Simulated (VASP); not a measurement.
# KZnI3 (Pm-3m) in VASP: notebook

The runs below take KZnI3 through single point, with PBE.

All numbers are computed with VASP 6.6.1; they aren't measurements. Logs are shortened: lines on timing, memory, paths and dates and some standing lists are left out, and cuts for length are marked.

**1. The cell of the first run**

Symmetry: Pm-3m, No. 221, cubic system. Conventional cell: a = 5.634 Å, b = 5.634 Å, c = 5.634 Å, α = 90.00°, β = 90.00°, γ = 90.00°. K (site symmetry m-3m) has 12 I at 3.98 Å and 8 Zn at 4.88 Å within 5.2 Å. Within 3.7 Å of Zn (site symmetry m-3m) lie 6 I at 2.82 Å. I (site symmetry 4/mmm) has 2 Zn at 2.82 Å within 3.7 Å.

**2. Single point, PBE (volume changed by -6%)**

The input, INCAR:

```
ALGO = Normal
EDIFF = 1E-6
ENCUT = 520
GGA = PE
ISIF = 2
ISMEAR = -1
LASPH = True
LCHARG = False
LREAL = False
LWAVE = False
NBANDS = 29
NELM = 80
PREC = Accurate
SIGMA = 0.02
```

The input, KPOINTS:

```
k-points
0
Gamma
  4 4 4
```

The input, POSCAR:

```
KZnI3
1.0
    5.6342391302      0.0000000000      0.0000000000
    0.0000000000      5.6342391302      0.0000000000
    0.0000000000      0.0000000000      5.6342391302
K Zn I
1 1 3
Direct
    0.0000000000      0.0000000000      0.0000000000
    0.5000000000      0.5000000000      0.5000000000
    0.5000000000      0.5000000000      0.0000000000
    0.5000000000      0.0000000000      0.5000000000
    0.0000000000      0.5000000000      0.5000000000
```

Potentials or basis: VASP PAW PBE potentials, release 64 (K_sv, Zn, I).

Command:

```
$ cat potpaw_PBE.64/K_sv/POTCAR potpaw_PBE.64/Zn/POTCAR potpaw_PBE.64/I/POTCAR > POTCAR
$ mpirun -np 1 vasp_std > vasp.out
```

OUTCAR:

```text
EDIFF = 1E-6
   ENCUT = 520
   GGA = PE
   ISIF = 2
   ISMEAR = -1
   LASPH = True
   LREAL = False
   NELM = 80
   PREC = Accurate

 ion  position               nearest neighbor table
   1  0.000  0.000  0.000-
   2  0.500  0.500  0.500-   3 2.82   4 2.82   5 2.82   3 2.82   4 2.82   5 2.82
   3  0.500  0.500  0.000-   2 2.82   2 2.82
   4  0.500  0.000  0.500-   2 2.82   2 2.82
   5  0.000  0.500  0.500-   2 2.82   2 2.82

  LATTYP: Found a simple cubic cell.
 ALAT       =     5.6342391302

  Lattice vectors:

 A1 = (   5.6342391302,   0.0000000000,   0.0000000000)
 A2 = (   0.0000000000,   5.6342391302,   0.0000000000)
 A3 = (   0.0000000000,   0.0000000000,   5.6342391302)

Analysis of symmetry for initial positions (statically):
=====================================================================
 Subroutine PRICEL returns:
 Original cell was already a primitive cell.

 Routine SETGRP: Setting up the symmetry group for a
 simple cubic supercell.

 Subroutine GETGRP returns: Found 48 space group operations
 (whereof 48 operations were pure point group operations)
 out of a pool of 48 trial point group operations.

The static configuration has the point symmetry O_h .

Analysis of symmetry for dynamics (positions and initial velocities):
=====================================================================
 Subroutine PRICEL returns:
 Original cell was already a primitive cell.

 Routine SETGRP: Setting up the symmetry group for a
 simple cubic supercell.

 Subroutine GETGRP returns: Found 48 space group operations
 (whereof 48 operations were pure point group operations)
 out of a pool of 48 trial point group operations.

The dynamic configuration has the point symmetry O_h .

 Subroutine INISYM returns: Found 48 space group operations
 (whereof 48 operations are pure point group operations),
 and found     1 'primitive' translations

----------------------------------------------------------------------------------------

                                     Primitive cell

  volume of cell :     178.8570

  direct lattice vectors                    reciprocal lattice vectors
     5.634239130  0.000000000  0.000000000     0.177486254  0.000000000  0.000000000
     0.000000000  5.634239130  0.000000000     0.000000000  0.177486254  0.000000000
     0.000000000  0.000000000  5.634239130     0.000000000  0.000000000  0.177486254

  length of vectors
     5.634239130  5.634239130  5.634239130     0.177486254  0.177486254  0.177486254

  position of ions in fractional coordinates (direct lattice)
     0.000000000  0.000000000  0.000000000
     0.500000000  0.500000000  0.500000000
     0.500000000  0.500000000  0.000000000
     0.500000000  0.000000000  0.500000000
     0.000000000  0.500000000  0.500000000

  ion indices of the primitive-cell ions
   primitive index   ion index
                 1           1
                 2           2
                 3           3
                 4           4
                 5           5

----------------------------------------------------------------------------------------

 KPOINTS: k-points

Automatic generation of k-mesh.
 Grid dimensions read from file:
 generate k-points for:    4    4    4

 Generating k-lattice:

  Cartesian coordinates                     Fractional coordinates (reciprocal lattice)
     0.044371564  0.000000000  0.000000000     0.250000000  0.000000000  0.000000000
     0.000000000  0.044371564  0.000000000     0.000000000  0.250000000  0.000000000
     0.000000000  0.000000000  0.044371564     0.000000000  0.000000000  0.250000000

  Length of vectors
     0.044371564  0.044371564  0.044371564

  Shift w.r.t. Gamma in fractional coordinates (k-lattice)
     0.000000000  0.000000000  0.000000000

 Subroutine IBZKPT returns following result:
 ===========================================

 Found     10 irreducible k-points:

 Following reciprocal coordinates:
            Coordinates               Weight
  0.000000  0.000000  0.000000      1.000000
  0.250000  0.000000  0.000000      6.000000
  0.500000  0.000000  0.000000      3.000000
  0.250000  0.250000  0.000000     12.000000
  0.500000  0.250000  0.000000     12.000000
  0.500000  0.500000  0.000000      3.000000
  0.250000  0.250000  0.250000      8.000000
  0.500000  0.250000  0.250000     12.000000
  0.500000  0.500000  0.250000      6.000000
  0.500000  0.500000  0.500000      1.000000
   k-points           NKPTS =     10   k-points in BZ     NKDIM =     10   number of bands    NBANDS=     29
   number of dos      NEDOS =    301   number of ions     NIONS =      5
   total plane-waves  NPLWV =  74088
   dimension x,y,z NGX =    42 NGY =   42 NGZ =   42
   dimension x,y,z NGXF=    84 NGYF=   84 NGZF=   84
   ions per type =               1   1   3
   NGX,Y,Z   is equivalent  to a cutoff of  12.39, 12.39, 12.39 a.u.
   NGXF,Y,Z  is equivalent  to a cutoff of  24.79, 24.79, 24.79 a.u.
 SYSTEM =  unknown system
   PREC   = accura    normal or accurate (medium, high low for compatibility)
   ISTART =      0    job   : 0-new  1-cont  2-samecut
   ICHARG =      2    charge: 1-file 2-atom 10-const
   ISPIN  =      1    spin polarized calculation?
   LNONCOLLINEAR =      F non collinear calculations
   LSORBIT =      F    spin-orbit coupling
   LASPH  =      T    aspherical Exc in radial PAW
   ENCUT  =  520.0 eV  38.22 Ry    6.18 a.u.  10.48 10.48 10.48*2*pi/ulx,y,z
   NELM   =     80;   NELMIN=  2; NELMDL= -5     # of ELM steps
   EDIFF  = 0.1E-05   stopping-criterion for ELM
   LREAL  =      F    real-space projection
   EDIFFG = 0.1E-04   stopping-criterion for IOM
   NSW    =      0    number of steps for IOM
   IBRION =     -1    ionic relax: 0-MD 1-quasi-New 2-CG
   NFREE  =      0    steps in history (QN), initial steepest desc. (CG)
   ISIF   =      2    stress and relaxation
   ISYM   =      2    0-nonsym 1-usesym 2-fastsym
   POTIM  = 0.5000    time-step for ionic-motion
   TEBEG  =    0.0;   TEEND  =   0.0 temperature during run
   PSTRESS=    0.0 pullay stress
   NELECT =      42.0000    total number of electrons
   NUPDOWN=      -1.0000    fix difference up-down
   EMIN   =  10.00;   EMAX   =-10.00  energy-range for DOS
   EFERMI =   0.00;   METHOD = LEGACY
   ISMEAR =    -1;   SIGMA  =   0.02  broadening in eV -4-tet -1-fermi 0-gaus
   EFERMI_NEDOS =   21; number of points for ismear=-14 and -15
   IALGO  =     38    algorithm
   IMIX   =      4    mixing-type and parameters
     AMIX     =   0.40;   BMIX     =  1.00
     AMIX_MAG =   1.60;   BMIX_MAG =  1.00
  volume/ion in A,a.u.               =      35.77       241.40
  Fermi-wavevector in a.u.,A,eV,Ry     =   1.010003  1.908629 13.879385  1.020106
  Thomas-Fermi vector in A             =   2.142966
   LORBIT       =      0    0 simple, 1 ext, 2 COOP (PROOUT), +10 PAW based schemes
   GGA     = PE    functional components
   LHFCALC =     F    Hartree Fock is set to
   AEXX    =    0.0000 exact exchange contribution
   IVDW    =     0    specifies the selected vdW correction
   LEPSILON=     F    determine dielectric tensor
   LRPA    =     F    only Hartree local field effects (RPA)
 non-spin polarized calculation
  energy-cutoff  :      520.00
  volume of cell :      178.86
 maximum number of plane-waves:      4842
 NGX is ok and might be reduce to    42
   NGX = 21   NGY = 21   NGZ = 21

 number of electron      42.0000041 magnetization

 Free energy of the ion-electron system (eV)
  ---------------------------------------------------
  ext. energy  EPLUGINS =         0.00000000
  ---------------------------------------------------
  free energy    TOTEN  =       -10.57956720 eV

  energy without entropy =      -10.57748330  energy(sigma->0) =      -10.57852525

 E-fermi :   2.0548     XC(G=0):  -8.1738

 val. band max:        2.0189738490   @ k =   0.5000   0.5000   0.5000
 cond. band min:       2.6964438653   @ k =   0.2500   0.0000   0.0000
 fundamental gap:      0.6774700163
 Fermi energy:         2.0548233722

 k-point     1 :       0.0000    0.0000    0.0000
  band No.  band energies     occupation
      1     -27.7634      2.00000
      2     -11.2311      2.00000
      3     -11.2311      2.00000
      4     -11.2311      2.00000
      5     -10.4212      2.00000
      6      -9.3744      2.00000
[... 21 lines left out ...]
     28       7.3089      0.00000
     29      10.1258      0.00000

 k-point     2 :       0.2500    0.0000    0.0000
  band No.  band energies     occupation
      1     -27.7634      2.00000
      2     -11.2481      2.00000
      3     -11.2306      2.00000
      4     -11.2306      2.00000
      5     -10.2845      2.00000
      6      -9.4893      2.00000
[... 21 lines left out ...]
     28       7.9872      0.00000
     29       9.3667      0.00000

 k-point     3 :       0.5000    0.0000    0.0000
  band No.  band energies     occupation
      1     -27.7633      2.00000
      2     -11.2634      2.00000
      3     -11.2300      2.00000
      4     -11.2300      2.00000
      5     -10.0787      2.00000
      6      -9.6764      2.00000
[... 21 lines left out ...]
     28       8.6179      0.00000
     29       9.1767      0.00000

 k-point     4 :       0.2500    0.2500    0.0000
  band No.  band energies     occupation
      1     -27.7633      2.00000
      2     -11.2476      2.00000
      3     -11.2385      2.00000
      4     -11.2300      2.00000
      5     -10.1631      2.00000
      6      -9.5135      2.00000
[... 149 lines left out ...]
     28       8.8055      0.00000
     29       9.2156      0.00000

 k-point     9 :       0.5000    0.5000    0.2500
  band No.  band energies     occupation
      1     -27.7632      2.00000
      2     -11.2412      2.00000
      3     -11.2412      2.00000
      4     -11.2325      2.00000
      5      -9.7086      2.00000
      6      -9.6429      2.00000
[... 21 lines left out ...]
     28       8.5084      0.00000
     29       9.1471      0.00000

 k-point    10 :       0.5000    0.5000    0.5000
  band No.  band energies     occupation
      1     -27.7632      2.00000
      2     -11.2360      2.00000
      3     -11.2360      2.00000
      4     -11.2360      2.00000
      5      -9.6440      2.00000
      6      -9.6440      2.00000
[... 21 lines left out ...]
     28       8.4760      0.00000
     29       8.4760      0.00000

------------------------ aborting loop because EDIFF is reached ----------------------------------------

  FORCE on cell =-STRESS in cart. coord.  units (eV):
  Direction    XX          YY          ZZ          XY          YZ          ZX
  --------------------------------------------------------------------------------------
  -------------------------------------------------------------------------------------
  Total        1.7414450      1.7414450      1.7414450     -0.0000000      0.0000000     -0.0000000
  in kB       15.5996377     15.5996377     15.5996377     -0.0000000      0.0000000     -0.0000000
  external PRESSURE =      15.5996377 kB  Pullay stress =       0.0000000 kB

 VOLUME and BASIS-vectors are now :
 -----------------------------------------------------------------------------
  energy-cutoff  :      520.00
  volume of cell :      178.86
      direct lattice vectors                 reciprocal lattice vectors
     5.634239130  0.000000000  0.000000000     0.177486254  0.000000000  0.000000000
     0.000000000  5.634239130  0.000000000     0.000000000  0.177486254  0.000000000
     0.000000000  0.000000000  5.634239130     0.000000000  0.000000000  0.177486254

 POSITION                                       TOTAL-FORCE (eV/Angst)
 -----------------------------------------------------------------------------------
      0.00000      0.00000      0.00000         0.000000      0.000000      0.000000
      2.81712      2.81712      2.81712         0.000000      0.000000      0.000000
      2.81712      2.81712      0.00000         0.000000      0.000000      0.000000
      2.81712      0.00000      2.81712         0.000000      0.000000      0.000000
      0.00000      2.81712      2.81712         0.000000      0.000000      0.000000
 -----------------------------------------------------------------------------------
    total drift:                                0.000000     -0.000000     -0.000000

  FREE ENERGIE OF THE ION-ELECTRON SYSTEM (eV)
  ---------------------------------------------------
  free  energy   TOTEN  =       -10.5795671988 eV

  energy  without entropy=      -10.5774833001  energy(sigma->0) =      -10.57852525
```

It took 24 s on 1 thread of Intel Xeon 6975P-C (Granite Rapids), shared host; peak memory 0.27 GiB.

Results:

```yaml
Free_energy: -10.5796 eV
Pressure: 1.6 GPa
Band_gap_on_the_k_mesh: zero (band 21 reaches 2.02 eV, above the bottom of band 22 at 1.44 eV)
```

Levels at points of the mesh, in eV from the Fermi level:
```csv
k point,band 19,band 20,band 21,band 22,band 23,band 24
"(0.00, 0.00, 0.00)",-0.98,-0.62,-0.62,-0.62,3.40,4.82
"(0.50, 0.00, 0.00)",-1.33,-0.80,-0.80,2.28,4.44,5.08
"(0.50, 0.50, 0.00)",-1.48,-0.41,-0.06,3.74,4.54,4.54
"(0.50, 0.50, 0.50)",-0.04,-0.04,-0.04,3.63,3.94,3.94
```

Caveat: spin-orbit coupling is left out, which moves the levels of the heavy elements.

(Continued in part 2 of 2.)
